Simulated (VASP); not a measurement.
Here is a VASP 6.6.1 calculation.

Contents of INCAR:

```
PREC = Accurate
ENCUT = 520
EDIFF = 1E-7
ISMEAR = 0
SIGMA = 0.05
LREAL = F
LASPH = T
NELM = 150
ALGO = Normal
ISIF = 2
LWAVE = F
LCHARG = T
ISPIN = 2
MAGMOM = -2.72 2.74 0 0
LORBIT = 11
LMAXMIX = 4
LDAU = T
LDAUTYPE = 2
LDAUL = 2 -1
LDAUU = 3.3 0
LDAUJ = 0 0
LDAUPRINT = 1
GGA = PE
LELF = T
LVHAR = T
NBANDS = 27
```

Contents of KPOINTS:

```
Automatic mesh
0
Gamma
  12 12 6
```

POSCAR

```
CoO
1.0
    2.9716444736      0.0000000000      0.0000000000
   -1.4858222368      2.5735196052      0.0000000000
    0.0000000000      0.0000000000      5.0171135671
Co O
2 2
Direct
    0.0000000000      0.0000000000      0.0000000000
    0.0000000000      0.0000000000      0.5000000000
    0.3333333333      0.6666666667      0.2454700019
    0.6666666667      0.3333333333      0.7545299981
```

Potentials or basis: VASP PAW PBE potentials, release 64 (Co, O).

Command:

```bash
$ cat potpaw_PBE.64/Co/POTCAR potpaw_PBE.64/O/POTCAR > POTCAR
$ mpirun -np 1 vasp_std > vasp.out
```

Q: Predict the pressure.

A: 1.1 GPa.

Q: Predict the net moment.

A: -0.12 μB per cell.

Stress tensor (GPa, compression positive):
```
-4.22  0.00  0.00
 0.00 -4.22  0.00
 0.00  0.00 11.85
```

The state reached can hang on the start; a lower one may exist.
